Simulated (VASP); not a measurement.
Set up this calculation in VASP 6.6.1, as the native input.

- Task: relaxation of cell and atoms
- Functional: LDA
- Potentials or basis: VASP PAW LDA potentials, release 64 (Al)
- Cutoff: 500 eV
- k mesh: 13 × 13 × 13
- Occupations: methfessel-paxton, width 0.05 eV
- Spin: no spin polarisation
- Dipole correction: no
- Further INCAR settings: ALGO = Normal; EDIFF = 1e-07; IBRION = 2; EDIFFG = -0.02; NSW = 80; ISIF = 3

The structure of Al lies in POSCAR:

```
Al
1.0
    3.2100000000      0.0000000000      0.0000000000
    0.0000000000      3.2100000000      0.0000000000
    0.0000000000      0.0000000000      3.2100000000
Al
2
Direct
    0.0000000000      0.0000000000      0.0000000000
    0.5000000000      0.5000000000      0.5000000000
```

This isn't the form of Al at room conditions, which is fcc.

These files were run (other wordings do the same):

INCAR

```
SYSTEM = Al
PREC     = Accurate       ! precision mode
ENCUT    = 500            ! plane-wave cutoff, eV
EDIFF    = 1E-7           ! SCF threshold, eV
ISMEAR   = 1              ! smearing method
SIGMA    = 0.05           ! smearing width, eV
LREAL    = .FALSE.        ! projectors in reciprocal space
LASPH    = .TRUE.         ! aspherical terms in the spheres
NELM     = 120            ! most SCF steps
ALGO     = Normal         ! electronic algorithm
ISIF     = 3              ! what is computed and relaxed
LWAVE    = .FALSE.        ! write WAVECAR
LCHARG   = .FALSE.        ! write CHGCAR
GGA      = CA             ! functional
IBRION   = 2              ! ionic algorithm
NSW      = 80             ! ionic steps
EDIFFG   = -0.02          ! ionic threshold
GGA_COMPAT= .FALSE.      
NELMIN   = 4
```

KPOINTS

```
Automatic mesh
0
G
  13 13 13
  0 0 0
```

Potentials or basis: VASP PAW LDA potentials, release 64 (Al).

The run is started by

```sh
$ cat potpaw_LDA.64/Al/POTCAR > POTCAR
$ mpirun -np 1 vasp_std > vasp.out
```

It gave:

```yaml
Relaxed_volume: 16.20 Å³/atom
Relaxed_cell: a = 3.188 Å, b = 3.188 Å, c = 3.188 Å, α = 90.00°, β = 90.00°, γ = 90.00°
Space_group_after_relaxing_to_0.1_Å: Im-3m (No. 229)
Energy_gained_by_relaxing: 1.6 meV/atom
Ionic_steps: 3
Pressure_after_relaxing: 0.0 GPa
Band_gap_on_the_k_mesh: zero (bands 3 and 4 overlap by 7.56 eV)
```

Wall time 18 s on 1 thread of Intel(R) Xeon(R) Platinum 8259CL CPU @ 2.50GHz (Skylake/Cascade Lake), with other jobs on the host, peak memory 0.13 GiB.
